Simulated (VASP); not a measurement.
# ZrSi2 (I4/mmm) in VASP: a series of runs

The runs below take ZrSi2 through single point, with PBE.

Everything below comes from runs of VASP 6.6.1. Logs are shortened: lines on timing, memory, paths and dates and some standing lists are left out, and cuts for length are marked.

**1. The cell of the first run**

The structure is tetragonal, space group I4/mmm (No. 139). The conventional cell has a = 3.263 Å, b = 3.263 Å, c = 9.125 Å, α = 90.00°, β = 90.00°, γ = 90.00°. Zr (site symmetry 4/mmm) has 10 Si at 2.83 to 2.89 Å and 4 Zr at 3.26 Å within 3.7 Å. Si (site symmetry 4mm) has 9 Si at 2.56 to 3.46 Å and 5 Zr at 2.83 to 2.89 Å within 3.5 Å.

**2. Single point, PBE (16.19 Å³/atom)**

File INCAR:

```
PREC = Accurate
ENCUT = 520
EDIFF = 1E-6
ISMEAR = 0
SIGMA = 0.05
LREAL = F
LASPH = T
NELM = 60
ALGO = Normal
ISIF = 2
LWAVE = F
LCHARG = F
GGA = PE
NBANDS = 17
```

File KPOINTS:

```
Automatic mesh
0
Gamma
  14 14 14
```

File POSCAR:

```
ZrSi2
1.0
   -1.6313723500      1.6313723500      4.5625538854
    1.6313723500     -1.6313723500      4.5625538854
    1.6313723500      1.6313723500     -4.5625538854
Zr Si
1 2
Direct
    0.0000000000      0.0000000000      0.0000000000
    0.3101732235      0.3101732235      0.0000000000
    0.6898267765      0.6898267765      0.0000000000
```

Potentials or basis: VASP PAW PBE potentials, release 64 (Zr_sv, Si).

The run is started by

```bash
$ cat potpaw_PBE.64/Zr_sv/POTCAR potpaw_PBE.64/Si/POTCAR > POTCAR
$ mpirun -np 1 vasp_std > vasp.out
```

OUTCAR:

```text
PREC = Accurate
   ENCUT = 520
   EDIFF = 1E-6
   ISMEAR = 0
   LREAL = F
   LASPH = T
   NELM = 60
   ISIF = 2
   GGA = PE

 ion  position               nearest neighbor table
   1  0.000  0.000  0.000-   2 2.83   3 2.83   3 2.89   2 2.89   3 2.89   3 2.89   3 2.89   2 2.89
                             2 2.89   2 2.89
   2  0.310  0.310  0.000-   3 2.56   3 2.56   3 2.56   3 2.56   1 2.83   1 2.89   1 2.89   1 2.89
                             1 2.89
   3  0.690  0.690  0.000-   2 2.56   2 2.56   2 2.56   2 2.56   1 2.83   1 2.89   1 2.89   1 2.89
                             1 2.89

  LATTYP: Found a body centered tetragonal cell.
 ALAT       =     3.2627447000
 C/A-ratio  =     2.7967581315

  Lattice vectors:

 A1 = (  -1.6313723500,   1.6313723500,   4.5625538854)
 A2 = (   1.6313723500,  -1.6313723500,   4.5625538854)
 A3 = (   1.6313723500,   1.6313723500,  -4.5625538854)

Analysis of symmetry for initial positions (statically):
=====================================================================
 Subroutine PRICEL returns:
 Original cell was already a primitive cell.

 Routine SETGRP: Setting up the symmetry group for a
 body centered tetragonal supercell.

 Subroutine GETGRP returns: Found 16 space group operations
 (whereof 16 operations were pure point group operations)
 out of a pool of 16 trial point group operations.

The static configuration has the point symmetry D_4h.

Analysis of symmetry for dynamics (positions and initial velocities):
=====================================================================
 Subroutine PRICEL returns:
 Original cell was already a primitive cell.

 Routine SETGRP: Setting up the symmetry group for a
 body centered tetragonal supercell.

 Subroutine GETGRP returns: Found 16 space group operations
 (whereof 16 operations were pure point group operations)
 out of a pool of 16 trial point group operations.

The dynamic configuration has the point symmetry D_4h.

 Subroutine INISYM returns: Found 16 space group operations
 (whereof 16 operations are pure point group operations),
 and found     1 'primitive' translations

----------------------------------------------------------------------------------------

                                     Primitive cell

  volume of cell :      48.5707

  direct lattice vectors                    reciprocal lattice vectors
    -1.631372350  1.631372350  4.562553885     0.000000000  0.306490422  0.109587747
     1.631372350 -1.631372350  4.562553885     0.306490422  0.000000000  0.109587747
     1.631372350  1.631372350 -4.562553885     0.306490422  0.306490422  0.000000000

  length of vectors
     5.112694930  5.112694930  5.112694930     0.325493246  0.325493246  0.433442912

  position of ions in fractional coordinates (direct lattice)
     0.000000000  0.000000000  0.000000000
     0.310173224  0.310173224  0.000000000
     0.689826776  0.689826776  0.000000000

  ion indices of the primitive-cell ions
   primitive index   ion index
                 1           1
                 2           2
                 3           3

----------------------------------------------------------------------------------------

 KPOINTS: Automatic mesh

Automatic generation of k-mesh.
 Grid dimensions read from file:
 generate k-points for:   14   14   14

 Generating k-lattice:

  Cartesian coordinates                     Fractional coordinates (reciprocal lattice)
     0.000000000  0.021892173  0.007827696     0.071428571  0.000000000  0.000000000
     0.021892173  0.000000000  0.007827696     0.000000000  0.071428571  0.000000000
     0.021892173  0.021892173  0.000000000     0.000000000  0.000000000  0.071428571

  Length of vectors
     0.023249518  0.023249518  0.030960208

  Shift w.r.t. Gamma in fractional coordinates (k-lattice)
     0.000000000  0.000000000  0.000000000

 Subroutine IBZKPT returns following result:
 ===========================================

 Found    244 irreducible k-points:

 Following reciprocal coordinates:
            Coordinates               Weight
  0.000000  0.000000  0.000000      1.000000
  0.071429  0.000000  0.000000      8.000000
  0.142857 -0.000000  0.000000      8.000000
  0.214286  0.000000 -0.000000      8.000000
  0.285714  0.000000 -0.000000      8.000000
  0.357143 -0.000000  0.000000      8.000000
[... 16 lines left out ...]
  0.214286  0.142857 -0.000000     16.000000
  0.285714  0.142857 -0.000000     16.000000
 [... further k-points ...]
   k-points           NKPTS =    244   k-points in BZ     NKDIM =    244   number of bands    NBANDS=     17
   number of dos      NEDOS =    301   number of ions     NIONS =      3
   total plane-waves  NPLWV =  64000
   dimension x,y,z NGX =    40 NGY =   40 NGZ =   40
   dimension x,y,z NGXF=    80 NGYF=   80 NGZF=   80
   ions per type =               1   2
   NGX,Y,Z   is equivalent  to a cutoff of  13.01, 13.01, 13.01 a.u.
   NGXF,Y,Z  is equivalent  to a cutoff of  26.01, 26.01, 26.01 a.u.
 SYSTEM =  unknown system
   PREC   = accura    normal or accurate (medium, high low for compatibility)
   ISTART =      0    job   : 0-new  1-cont  2-samecut
   ICHARG =      2    charge: 1-file 2-atom 10-const
   ISPIN  =      1    spin polarized calculation?
   LNONCOLLINEAR =      F non collinear calculations
   LSORBIT =      F    spin-orbit coupling
   LASPH  =      T    aspherical Exc in radial PAW
   ENCUT  =  520.0 eV  38.22 Ry    6.18 a.u.   9.51  9.51  9.51*2*pi/ulx,y,z
   NELM   =     60;   NELMIN=  2; NELMDL= -5     # of ELM steps
   EDIFF  = 0.1E-05   stopping-criterion for ELM
   LREAL  =      F    real-space projection
   EDIFFG = 0.1E-04   stopping-criterion for IOM
   NSW    =      0    number of steps for IOM
   IBRION =     -1    ionic relax: 0-MD 1-quasi-New 2-CG
   NFREE  =      0    steps in history (QN), initial steepest desc. (CG)
   ISIF   =      2    stress and relaxation
   ISYM   =      2    0-nonsym 1-usesym 2-fastsym
   POTIM  = 0.5000    time-step for ionic-motion
   TEBEG  =    0.0;   TEEND  =   0.0 temperature during run
   PSTRESS=    0.0 pullay stress
   NELECT =      20.0000    total number of electrons
   NUPDOWN=      -1.0000    fix difference up-down
   EMIN   =  10.00;   EMAX   =-10.00  energy-range for DOS
   EFERMI =   0.00;   METHOD = LEGACY
   ISMEAR =     0;   SIGMA  =   0.05  broadening in eV -4-tet -1-fermi 0-gaus
   EFERMI_NEDOS =   21; number of points for ismear=-14 and -15
   IALGO  =     38    algorithm
   IMIX   =      4    mixing-type and parameters
     AMIX     =   0.40;   BMIX     =  1.00
     AMIX_MAG =   1.60;   BMIX_MAG =  1.00
  volume/ion in A,a.u.               =      16.19       109.26
  Fermi-wavevector in a.u.,A,eV,Ry     =   1.217942  2.301577 20.182662  1.483384
  Thomas-Fermi vector in A             =   2.353246
   LORBIT       =      0    0 simple, 1 ext, 2 COOP (PROOUT), +10 PAW based schemes
   GGA     = PE    functional components
   LHFCALC =     F    Hartree Fock is set to
   AEXX    =    0.0000 exact exchange contribution
   IVDW    =     0    specifies the selected vdW correction
   LEPSILON=     F    determine dielectric tensor
   LRPA    =     F    only Hartree local field effects (RPA)
 non-spin polarized calculation
 Gauss-broadening in eV      SIGMA  =   0.05
  energy-cutoff  :      520.00
  volume of cell :       48.57
 maximum number of plane-waves:      1328
 NGX is ok and might be reduce to    40
   NGX = 19   NGY = 19   NGZ = 19

 number of electron      20.0000000 magnetization

 Free energy of the ion-electron system (eV)
  ---------------------------------------------------
  ext. energy  EPLUGINS =         0.00000000
  ---------------------------------------------------
  free energy    TOTEN  =       -20.53234282 eV

  energy without entropy =      -20.52954982  energy(sigma->0) =      -20.53094632

 E-fermi :  10.0581     XC(G=0): -11.4600

 val. band max:       10.0557781041   @ k =  -0.3571   0.2143   0.0714
 cond. band min:      10.0584786188   @ k =  -0.3571   0.4286   0.2143
 fundamental gap:      0.0027005147
 Fermi energy:        10.0581313557

 k-point     1 :       0.0000    0.0000    0.0000
  band No.  band energies     occupation
      1     -38.2705      2.00000
      2     -16.4292      2.00000
      3     -16.1354      2.00000
      4     -16.1354      2.00000
      5      -2.2345      2.00000
      6       5.7451      2.00000
[... 9 lines left out ...]
     16      15.4121      0.00000
     17      15.4121      0.00000

 k-point     2 :       0.0714    0.0000    0.0000
  band No.  band energies     occupation
      1     -38.2685      2.00000
      2     -16.4265      2.00000
      3     -16.1603      2.00000
      4     -16.1332      2.00000
      5      -2.1516      2.00000
      6       5.4375      2.00000
[... 9 lines left out ...]
     16      15.2337      0.00000
     17      15.7288      0.00000

 k-point     3 :       0.1429   -0.0000    0.0000
  band No.  band energies     occupation
      1     -38.2629      2.00000
      2     -16.4190      2.00000
      3     -16.2295      2.00000
      4     -16.1270      2.00000
      5      -1.9062      2.00000
      6       5.1061      2.00000
[... 9 lines left out ...]
     16      15.1257      0.00000
     17      16.4183      0.00000

 k-point     4 :       0.2143    0.0000   -0.0000
  band No.  band energies     occupation
      1     -38.2548      2.00000
      2     -16.4082      2.00000
      3     -16.3278      2.00000
      4     -16.1180      2.00000
      5      -1.5082      2.00000
      6       4.6604      2.00000
[... 9 lines left out ...]
     16      15.2319      0.00000
     17      17.6323      0.00000
[... 343 lines left out ...]
      1     -38.2553      2.00000
      2     -16.4111      2.00000
      3     -16.2260      2.00000
      4     -16.2138      2.00000
      5      -1.5291      2.00000
      6       4.6728      2.00000
[... 9 lines left out ...]
     16      15.9277      0.00000
     17      16.5494      0.00000

 k-point    23 :       0.2143    0.1429   -0.0000
  band No.  band energies     occupation
      1     -38.2473      2.00000
      2     -16.4007      2.00000
      3     -16.3174      2.00000
      4     -16.2091      2.00000
      5      -1.1229      2.00000
      6       4.4769      2.00000
[... 9 lines left out ...]
     16      16.1312      0.00000
     17      16.5729      0.00000

 k-point    24 :       0.2857    0.1429   -0.0000
  band No.  band energies     occupation
      1     -38.2383      2.00000
      2     -16.4237      2.00000
      3     -16.3875      2.00000
      4     -16.1979      2.00000
      5      -0.5920      2.00000
      6       4.0748      2.00000
[... 9 lines left out ...]
     16      15.7991      0.00000
     17      17.0630      0.00000

 [... further k-points ...]

------------------------ aborting loop because EDIFF is reached ----------------------------------------

  FORCE on cell =-STRESS in cart. coord.  units (eV):
  Direction    XX          YY          ZZ          XY          YZ          ZX
  --------------------------------------------------------------------------------------
  -------------------------------------------------------------------------------------
  Total        0.8188474      0.8188474      0.8236985      0.0000000      0.0000000     -0.0000000
  in kB       27.0109187     27.0109187     27.1709387      0.0000000      0.0000000     -0.0000000
  external PRESSURE =      27.0642587 kB  Pullay stress =       0.0000000 kB

 VOLUME and BASIS-vectors are now :
 -----------------------------------------------------------------------------
  energy-cutoff  :      520.00
  volume of cell :       48.57
      direct lattice vectors                 reciprocal lattice vectors
    -1.631372350  1.631372350  4.562553885     0.000000000  0.306490422  0.109587747
     1.631372350 -1.631372350  4.562553885     0.306490422  0.000000000  0.109587747
     1.631372350  1.631372350 -4.562553885     0.306490422  0.306490422  0.000000000

 POSITION                                       TOTAL-FORCE (eV/Angst)
 -----------------------------------------------------------------------------------
      0.00000      0.00000      0.00000        -0.000000     -0.000000     -0.000000
      0.00000      0.00000      2.83036        -0.000000     -0.000000     -0.001035
      0.00000      0.00000      6.29474         0.000000      0.000000      0.001035
 -----------------------------------------------------------------------------------
    total drift:                                0.000000     -0.000000      0.000000

  FREE ENERGIE OF THE ION-ELECTRON SYSTEM (eV)
  ---------------------------------------------------
  free  energy   TOTEN  =       -20.5323428189 eV

  energy  without entropy=      -20.5295498214  energy(sigma->0) =      -20.53094632
```

Run time: 3.5 min. Hardware: 1 thread of AMD EPYC 9R45 (Zen 5), shared host; peak memory 0.34 GiB.

Results:

```yaml
Free_energy: -20.5323 eV
Pressure: 2.7 GPa
Band_gap_on_the_k_mesh: zero (bands 10 and 11 overlap by 1.55 eV)
```

Levels at points of the mesh, in eV from the Fermi level:
```
           k point  band 6  band 7  band 8  band 9  band 10  band 11  band 12  band 13  band 14  band 15
(0.00, 0.00, 0.00)   -4.31   -4.27   -1.21   -1.21    -0.94     2.68     3.17     3.79     4.69     5.35
(0.50, 0.00, 0.00)   -8.53   -3.71   -3.09   -0.98     0.29     2.03     2.88     4.01     4.08     5.08
(0.50, 0.50, 0.00)   -5.78   -5.43   -5.02   -3.29    -1.69     0.67     1.29     3.35     3.67     5.58
(0.50, 0.50, 0.50)   -7.67   -1.35   -1.18   -0.13    -0.13     1.63     1.63     2.21     3.90     4.17
```

(Part 1 of 2 ends here.)
